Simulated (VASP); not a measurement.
A run of VASP 6.6.1 is set up as follows.

Contents of INCAR:

```
ALGO = Normal
EDIFF = 1E-6
ENCUT = 520
GGA = RP
ISIF = 2
ISMEAR = -1
LASPH = T
LCHARG = T
LELF = T
LREAL = F
LVHAR = T
LWAVE = F
NBANDS = 21
NELM = 100
PREC = Accurate
SIGMA = 0.1
```

KPOINTS

```
k-points
0
Gamma
  15 15 7
```

The input POSCAR:

```
Mo
1.0
    2.8073019230      0.0000000000      0.0000000000
   -1.4036509615      2.4311947814      0.0000000000
    0.0000000000      0.0000000000      4.9826497180
Mo
2
Direct
    0.3333333333      0.6666666667      0.2500000000
    0.6666666667      0.3333333333      0.7500000000
```

Potentials or basis: VASP PAW PBE potentials, release 64 (Mo_sv).

The run is started by

```sh
$ cat potpaw_PBE.64/Mo_sv/POTCAR > POTCAR
$ mpirun -np 1 vasp_std > vasp.out
```

Question: Predict the pressure.

Answer: -7.9 GPa.

Question: What does it give for the band gap on the k mesh?

Answer: Zero (band 14 reaches 12.17 eV, above the bottom of band 15 at 10.61 eV).

Stress tensor (GPa, compression positive):
```
-8.36  0.00  0.00
 0.00 -8.36  0.00
 0.00  0.00 -6.91
```

Caveat: the PAW data sets were made with another functional, which shifts forces and pressure a little.
